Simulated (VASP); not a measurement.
# WSe2 (R-3m) in VASP: notebook

Runs on WSe2. Level: PBE. Tasks: single point.

Program: VASP 6.6.1. These are calculated values, not measurements. Logs are shortened: lines on timing, memory, paths and dates and some standing lists are left out, and cuts for length are marked.

### Step 1. The cell of the first run

It takes space group R-3m (No. 166, trigonal). Conventional cell: a = 3.287 Å, b = 3.287 Å, c = 19.492 Å, α = 90.00°, β = 90.00°, γ = 120.00°. Within 3.4 Å of W (site symmetry -3m) lie 6 Se at 2.55 Å and 6 W at 3.29 Å. Within 3.4 Å of Se (site symmetry 3m) lie 3 W at 2.55 Å and 6 Se at 3.29 Å.

### Step 2. Single point, PBE

Input file INCAR:

```
  PREC = Accurate
  ENCUT = 520
  EDIFF = 1E-7
  ISMEAR = 1
  SIGMA = 0.001
  LREAL = F
  LASPH = T
  NELM = 100
  ALGO = Normal
  ISIF = 2
  LWAVE = F
  LCHARG = F
  GGA = PE
  NBANDS = 20
```

Input file KPOINTS:

```
regular mesh
0
Gamma
  6 6 6
```

Input file POSCAR:

```
WSe2
1.0
    1.6433003578      0.9487599040      6.4972669668
   -1.6433003578      0.9487599040      6.4972669668
    0.0000000000     -1.8975198079      6.4972669668
W Se
1 2
Direct
    0.0000000000      0.0000000000      0.0000000000
    0.2462563275      0.2462563275      0.2462563275
    0.7537436725      0.7537436725      0.7537436725
```

Potentials or basis: VASP PAW PBE potentials, release 64 (W_sv, Se).

Launch:

```
$ cat potpaw_PBE.64/W_sv/POTCAR potpaw_PBE.64/Se/POTCAR > POTCAR
$ mpirun -np 1 vasp_std > vasp.out
```

OUTCAR:

```text
PREC = Accurate
   ENCUT = 520
   EDIFF = 1E-7
   ISMEAR = 1
   LREAL = F
   LASPH = T
   NELM = 100
   ISIF = 2
   GGA = PE

 ion  position               nearest neighbor table
   1  0.000  0.000  0.000-   3 2.55   3 2.55   2 2.55   2 2.55   3 2.55   2 2.55
   2  0.246  0.246  0.246-   1 2.55   1 2.55   1 2.55
   3  0.754  0.754  0.754-   1 2.55   1 2.55   1 2.55

  LATTYP: Found a trigonal (rhomboedric) cell.
 ALAT       =     6.7686822543
 COS(alpha) =     0.8821157891

  Lattice vectors:

 A1 = (   1.6433003578,   0.9487599040,   6.4972669668)
 A2 = (  -1.6433003578,   0.9487599040,   6.4972669668)
 A3 = (   0.0000000000,  -1.8975198079,   6.4972669668)

Analysis of symmetry for initial positions (statically):
=====================================================================
 Subroutine PRICEL returns:
 Original cell was already a primitive cell.

 Routine SETGRP: Setting up the symmetry group for a
 trigonal (rhombohedral) supercell.

 Subroutine GETGRP returns: Found 12 space group operations
 (whereof 12 operations were pure point group operations)
 out of a pool of 12 trial point group operations.

The static configuration has the point symmetry D_3d.

Analysis of symmetry for dynamics (positions and initial velocities):
=====================================================================
 Subroutine PRICEL returns:
 Original cell was already a primitive cell.

 Routine SETGRP: Setting up the symmetry group for a
 trigonal (rhombohedral) supercell.

 Subroutine GETGRP returns: Found 12 space group operations
 (whereof 12 operations were pure point group operations)
 out of a pool of 12 trial point group operations.

The dynamic configuration has the point symmetry D_3d.

 Subroutine INISYM returns: Found 12 space group operations
 (whereof 12 operations are pure point group operations),
 and found     1 'primitive' translations

----------------------------------------------------------------------------------------

                                     Primitive cell

  volume of cell :      60.7792

  direct lattice vectors                    reciprocal lattice vectors
     1.643300358  0.948759904  6.497266967     0.304265740  0.175667907  0.051303623
    -1.643300358  0.948759904  6.497266967    -0.304265740  0.175667907  0.051303623
     0.000000000 -1.897519808  6.497266967     0.000000000 -0.351335814  0.051303623

  length of vectors
     6.768682254  6.768682254  6.768682254     0.355061848  0.355061848  0.355061848

  position of ions in fractional coordinates (direct lattice)
     0.000000000  0.000000000  0.000000000
     0.246256327  0.246256327  0.246256327
     0.753743673  0.753743673  0.753743673

  ion indices of the primitive-cell ions
   primitive index   ion index
                 1           1
                 2           2
                 3           3

----------------------------------------------------------------------------------------

 KPOINTS: regular mesh

Automatic generation of k-mesh.
 Grid dimensions read from file:
 generate k-points for:    6    6    6

 Generating k-lattice:

  Cartesian coordinates                     Fractional coordinates (reciprocal lattice)
     0.050710957  0.029277985  0.008550604     0.166666667  0.000000000  0.000000000
    -0.050710957  0.029277985  0.008550604     0.000000000  0.166666667  0.000000000
     0.000000000 -0.058555969  0.008550604    -0.000000000 -0.000000000  0.166666667

  Length of vectors
     0.059176975  0.059176975  0.059176975

  Shift w.r.t. Gamma in fractional coordinates (k-lattice)
     0.000000000  0.000000000  0.000000000

 Subroutine IBZKPT returns following result:
 ===========================================

 Found     32 irreducible k-points:

 Following reciprocal coordinates:
            Coordinates               Weight
  0.000000  0.000000  0.000000      1.000000
  0.166667 -0.000000  0.000000      6.000000
  0.333333 -0.000000  0.000000      6.000000
  0.500000  0.000000  0.000000      3.000000
  0.166667  0.166667  0.000000      6.000000
  0.333333  0.166667 -0.000000     12.000000
[... 16 lines left out ...]
  0.500000  0.500000  0.166667      6.000000
 -0.333333  0.500000  0.166667     12.000000
 [... further k-points ...]
   k-points           NKPTS =     32   k-points in BZ     NKDIM =     32   number of bands    NBANDS=     20
   number of dos      NEDOS =    301   number of ions     NIONS =      3
   total plane-waves  NPLWV = 125000
   dimension x,y,z NGX =    50 NGY =   50 NGZ =   50
   dimension x,y,z NGXF=   100 NGYF=  100 NGZF=  100
   ions per type =               1   2
   NGX,Y,Z   is equivalent  to a cutoff of  12.28, 12.28, 12.28 a.u.
   NGXF,Y,Z  is equivalent  to a cutoff of  24.56, 24.56, 24.56 a.u.
 SYSTEM =  unknown system
   PREC   = accura    normal or accurate (medium, high low for compatibility)
   ISTART =      0    job   : 0-new  1-cont  2-samecut
   ICHARG =      2    charge: 1-file 2-atom 10-const
   ISPIN  =      1    spin polarized calculation?
   LNONCOLLINEAR =      F non collinear calculations
   LSORBIT =      F    spin-orbit coupling
   LASPH  =      T    aspherical Exc in radial PAW
   ENCUT  =  520.0 eV  38.22 Ry    6.18 a.u.  12.59 12.59 12.59*2*pi/ulx,y,z
   NELM   =    100;   NELMIN=  2; NELMDL= -5     # of ELM steps
   EDIFF  = 0.1E-06   stopping-criterion for ELM
   LREAL  =      F    real-space projection
   EDIFFG = 0.1E-05   stopping-criterion for IOM
   NSW    =      0    number of steps for IOM
   IBRION =     -1    ionic relax: 0-MD 1-quasi-New 2-CG
   NFREE  =      0    steps in history (QN), initial steepest desc. (CG)
   ISIF   =      2    stress and relaxation
   ISYM   =      2    0-nonsym 1-usesym 2-fastsym
   POTIM  = 0.5000    time-step for ionic-motion
   TEBEG  =    0.0;   TEEND  =   0.0 temperature during run
   PSTRESS=    0.0 pullay stress
   NELECT =      26.0000    total number of electrons
   NUPDOWN=      -1.0000    fix difference up-down
   EMIN   =  10.00;   EMAX   =-10.00  energy-range for DOS
   EFERMI =   0.00;   METHOD = LEGACY
   ISMEAR =     1;   SIGMA  =   0.00  broadening in eV -4-tet -1-fermi 0-gaus
   EFERMI_NEDOS =   21; number of points for ismear=-14 and -15
   IALGO  =     38    algorithm
   IMIX   =      4    mixing-type and parameters
     AMIX     =   0.40;   BMIX     =  1.00
     AMIX_MAG =   1.60;   BMIX_MAG =  1.00
  volume/ion in A,a.u.               =      20.26       136.72
  Fermi-wavevector in a.u.,A,eV,Ry     =   1.233524  2.331022 20.702366  1.521581
  Thomas-Fermi vector in A             =   2.368251
   LORBIT       =      0    0 simple, 1 ext, 2 COOP (PROOUT), +10 PAW based schemes
   GGA     = PE    functional components
   LHFCALC =     F    Hartree Fock is set to
   AEXX    =    0.0000 exact exchange contribution
   IVDW    =     0    specifies the selected vdW correction
   LEPSILON=     F    determine dielectric tensor
   LRPA    =     F    only Hartree local field effects (RPA)
 non-spin polarized calculation
 Methfessel and Paxton  Order N= 1 SIGMA  =   0.00
  energy-cutoff  :      520.00
  volume of cell :       60.78
 maximum number of plane-waves:      1652
   NGX = 25   NGY = 25   NGZ = 25

 number of electron      26.0000003 magnetization

 Free energy of the ion-electron system (eV)
  ---------------------------------------------------
  ext. energy  EPLUGINS =         0.00000000
  ---------------------------------------------------
  free energy    TOTEN  =       -20.85616887 eV

  energy without entropy =      -20.85615319  energy(sigma->0) =      -20.85616364

 E-fermi :   6.7211     XC(G=0): -10.7912

 val. band max:        6.5159095290   @ k =  -0.3333   0.5000   0.3333
 cond. band min:       6.7211392228   @ k =   0.5000   0.3333   0.1667
 fundamental gap:      0.2052296938
 Fermi energy:         6.7211392228

 k-point     1 :       0.0000    0.0000    0.0000
  band No.  band energies     occupation
      1     -68.0566      2.00000
      2     -32.2325      2.00000
      3     -32.2125      2.00000
      4     -32.2125      2.00000
      5      -8.9393      2.00000
      6      -7.4583      2.00000
[... 12 lines left out ...]
     19      12.4888      0.00000
     20      16.1405      0.00000

 k-point     2 :       0.1667   -0.0000    0.0000
  band No.  band energies     occupation
      1     -68.0540      2.00000
      2     -32.2714      2.00000
      3     -32.2264      2.00000
      4     -32.2213      2.00000
      5      -8.5096      2.00000
      6      -7.3029      2.00000
[... 12 lines left out ...]
     19      13.8934      0.00000
     20      15.5365      0.00000

 k-point     3 :       0.3333   -0.0000    0.0000
  band No.  band energies     occupation
      1     -68.0488      2.00000
      2     -32.3872      2.00000
      3     -32.2540      2.00000
      4     -32.1988      2.00000
      5      -7.5118      2.00000
      6      -6.8691      2.00000
[... 12 lines left out ...]
     19      12.8746      0.00000
     20      14.3290      0.00000

 k-point     4 :       0.5000    0.0000    0.0000
  band No.  band energies     occupation
      1     -68.0462      2.00000
      2     -32.4443      2.00000
      3     -32.2678      2.00000
      4     -32.1875      2.00000
      5      -7.0510      2.00000
      6      -6.3650      2.00000
[... 12 lines left out ...]
     19      12.2337      0.00000
     20      12.6494      0.00000

 k-point     5 :       0.1667    0.1667    0.0000
  band No.  band energies     occupation
      1     -68.0540      2.00000
      2     -32.2714      2.00000
      3     -32.2263      2.00000
      4     -32.2213      2.00000
      5      -8.4886      2.00000
      6      -7.3369      2.00000
[... 12 lines left out ...]
     19      13.9461      0.00000
     20      15.5531      0.00000

 k-point     6 :       0.3333    0.1667   -0.0000
  band No.  band energies     occupation
      1     -68.0501      2.00000
      2     -32.3474      2.00000
      3     -32.2584      2.00000
      4     -32.2043      2.00000
      5      -7.7270      2.00000
      6      -7.0755      2.00000
[... 12 lines left out ...]
     19      15.1146      0.00000
     20      15.3445      0.00000

 k-point     7 :       0.5000    0.1667    0.0000
  band No.  band energies     occupation
      1     -68.0461      2.00000
      2     -32.4147      2.00000
      3     -32.2980      2.00000
      4     -32.1875      2.00000
      5      -6.9476      2.00000
      6      -6.5244      2.00000
[... 12 lines left out ...]
     19      13.4050      0.00000
     20      14.6616      0.00000
[... 277 lines left out ...]
 k-point    20 :       0.5000    0.3333    0.1667
  band No.  band energies     occupation
      1     -68.0501      2.00000
      2     -32.3474      2.00000
      3     -32.2584      2.00000
      4     -32.2044      2.00000
      5      -7.6155      2.00000
      6      -7.2082      2.00000
[... 12 lines left out ...]
     19      14.9111      0.00000
     20      15.5377      0.00000

 k-point    21 :      -0.3333    0.3333    0.1667
  band No.  band energies     occupation
      1     -68.0461      2.00000
      2     -32.4147      2.00000
      3     -32.2980      2.00000
      4     -32.1875      2.00000
      5      -6.9288      2.00000
      6      -6.5400      2.00000
[... 12 lines left out ...]
     19      13.2597      0.00000
     20      14.5147      0.00000

 k-point    22 :      -0.1667    0.3333    0.1667
  band No.  band energies     occupation
      1     -68.0461      2.00000
      2     -32.4147      2.00000
      3     -32.2980      2.00000
      4     -32.1875      2.00000
      5      -6.8520      2.00000
      6      -6.6367      2.00000
[... 12 lines left out ...]
     19      12.5670      0.00000
     20      14.9447      0.00000

 k-point    23 :       0.5000    0.5000    0.1667
  band No.  band energies     occupation
      1     -68.0487      2.00000
      2     -32.3872      2.00000
      3     -32.2540      2.00000
      4     -32.1988      2.00000
      5      -7.2833      2.00000
      6      -7.1285      2.00000
[... 12 lines left out ...]
     19      12.8739      0.00000
     20      14.9526      0.00000

 k-point    24 :      -0.3333    0.5000    0.1667
  band No.  band energies     occupation
      1     -68.0461      2.00000
      2     -32.4147      2.00000
      3     -32.2980      2.00000
      4     -32.1875      2.00000
      5      -6.8705      2.00000
      6      -6.6050      2.00000
[... 12 lines left out ...]
     19      12.9234      0.00000
     20      14.4375      0.00000

 [... further k-points ...]

------------------------ aborting loop because EDIFF is reached ----------------------------------------

  FORCE on cell =-STRESS in cart. coord.  units (eV):
  Direction    XX          YY          ZZ          XY          YZ          ZX
  --------------------------------------------------------------------------------------
  -------------------------------------------------------------------------------------
  Total        1.0109477      1.0109477      1.9706217      0.0000000      0.0000000      0.0000000
  in kB       26.6491906     26.6491906     51.9467768      0.0000000      0.0000000      0.0000000
  external PRESSURE =      35.0817193 kB  Pullay stress =       0.0000000 kB

 VOLUME and BASIS-vectors are now :
 -----------------------------------------------------------------------------
  energy-cutoff  :      520.00
  volume of cell :       60.78
      direct lattice vectors                 reciprocal lattice vectors
     1.643300358  0.948759904  6.497266967     0.304265740  0.175667907  0.051303623
    -1.643300358  0.948759904  6.497266967    -0.304265740  0.175667907  0.051303623
     0.000000000 -1.897519808  6.497266967     0.000000000 -0.351335814  0.051303623

 POSITION                                       TOTAL-FORCE (eV/Angst)
 -----------------------------------------------------------------------------------
      0.00000      0.00000      0.00000        -0.000000     -0.000000     -0.000000
      0.00000      0.00000      4.79998         0.000000     -0.000000     -0.338891
      0.00000      0.00000     14.69182         0.000000      0.000000      0.338891
 -----------------------------------------------------------------------------------
    total drift:                               -0.000000      0.000000      0.000000

  FREE ENERGIE OF THE ION-ELECTRON SYSTEM (eV)
  ---------------------------------------------------
  free  energy   TOTEN  =       -20.8561688658 eV

  energy  without entropy=      -20.8561531939  energy(sigma->0) =      -20.85616364
```

Run time: 3.9 min. Hardware: 1 thread of Intel Xeon 8259CL, shared host; peak memory 0.34 GiB.

Results:

| Quantity | Value |
| --- | --- |
| Free energy | -20.8562 eV |
| Pressure | 3.5 GPa |
| Largest force | 0.339 eV/Å |
| Band gap on the k mesh | zero (bands 13 and 14 overlap by 0.46 eV) |

Forces on the atoms (eV/Å):
```
W    0.000  0.000  0.000
Se   0.000  0.000 -0.339
Se   0.000  0.000  0.339
```

Caveat: the k points lie up to 0.37 Å⁻¹ apart; spin-orbit coupling is left out, which moves the levels of the heavy elements.

### Step 3. Single point, PBE

Input file INCAR:

```
SYSTEM = WSe2
  ALGO = Normal
  EDIFF = 1E-6
  ENCUT = 520
  GGA = PE
  ISIF = 2
  ISMEAR = -1
  LASPH = .True.
  LCHARG = .False.
  LREAL = .False.
  LWAVE = .False.
  NBANDS = 20
  NELM = 80
  PREC = Accurate
  SIGMA = 0.02
```

Input file KPOINTS:

```
Automatic mesh
0
Gamma
  6 6 6
  0.5 0.5 0.5
```

POSCAR is that of step 2.

Potentials or basis: VASP PAW PBE potentials, release 64 (W_sv, Se).

Launch:

```
$ cat potpaw_PBE.64/W_sv/POTCAR potpaw_PBE.64/Se/POTCAR > POTCAR
$ mpirun -np 1 vasp_std > vasp.out
```

OUTCAR:

```text
SYSTEM = WSe2
   EDIFF = 1E-6
   ENCUT = 520
   GGA = PE
   ISIF = 2
   ISMEAR = -1
   LASPH = .True.
   LREAL = .False.
   NELM = 80
   PREC = Accurate

 ion  position               nearest neighbor table
   1  0.000  0.000  0.000-   3 2.55   3 2.55   2 2.55   2 2.55   3 2.55   2 2.55
   2  0.246  0.246  0.246-   1 2.55   1 2.55   1 2.55
   3  0.754  0.754  0.754-   1 2.55   1 2.55   1 2.55

  LATTYP: Found a trigonal (rhomboedric) cell.
 ALAT       =     6.7686822543
 COS(alpha) =     0.8821157891

  Lattice vectors:

[... 741 lines left out ...]

  FORCE on cell =-STRESS in cart. coord.  units (eV):
  Direction    XX          YY          ZZ          XY          YZ          ZX
  --------------------------------------------------------------------------------------
  -------------------------------------------------------------------------------------
  Total        1.0071951      1.0071951      1.9552345     -0.0000000      0.0000000      0.0000000
  in kB       26.5502711     26.5502711     51.5411625     -0.0000000      0.0000000      0.0000000
  external PRESSURE =      34.8805682 kB  Pullay stress =       0.0000000 kB

 VOLUME and BASIS-vectors are now :
 -----------------------------------------------------------------------------
  energy-cutoff  :      520.00
  volume of cell :       60.78
      direct lattice vectors                 reciprocal lattice vectors
     1.643300358  0.948759904  6.497266967     0.304265740  0.175667907  0.051303623
    -1.643300358  0.948759904  6.497266967    -0.304265740  0.175667907  0.051303623
     0.000000000 -1.897519808  6.497266967     0.000000000 -0.351335814  0.051303623

 POSITION                                       TOTAL-FORCE (eV/Angst)
 -----------------------------------------------------------------------------------
      0.00000      0.00000      0.00000         0.000000     -0.000000     -0.000000
      0.00000      0.00000      4.79998        -0.000000     -0.000000     -0.340634
      0.00000      0.00000     14.69182        -0.000000      0.000000      0.340634
 -----------------------------------------------------------------------------------
    total drift:                               -0.000000     -0.000000      0.000000

  FREE ENERGIE OF THE ION-ELECTRON SYSTEM (eV)
  ---------------------------------------------------
  free  energy   TOTEN  =       -20.8603744222 eV

  energy  without entropy=      -20.8603332248  energy(sigma->0) =      -20.86035382
```

stdout:

```text
POSCAR found type information on POSCAR W Se
 POSCAR found :  2 types and       3 ions
 scaLAPACK will be used
 LDA part: xc-table for (Slater+PW92), standard interpolation
 POSCAR, INCAR and KPOINTS ok, starting setup
 FFT: planning ... GRIDC
 FFT: planning ... GRID_SOFT
 FFT: planning ... GRID
 WAVECAR not read
 entering main loop
```

Wall time 2.6 min (1 thread of Intel Xeon 8259CL, shared host); peak memory 0.34 GiB.

What came out:

```yaml
Free_energy: -20.8604 eV
Pressure: 3.5 GPa
Largest_force: 0.341 eV/Å
Band_gap_on_the_k_mesh: zero (bands 13 and 14 overlap by 0.38 eV)
```

Forces on the atoms (eV/Å):
```
W    0.000  0.000  0.000
Se   0.000  0.000 -0.341
Se   0.000  0.000  0.341
```

Stress tensor (GPa, compression positive):
```
2.66 0.00 0.00
0.00 2.66 0.00
0.00 0.00 5.15
```

Caveat: the k points lie up to 0.37 Å⁻¹ apart; spin-orbit coupling is left out, which moves the levels of the heavy elements.

The gap in the log of VASP goes by the Fermi energy; the results here count the filled bands.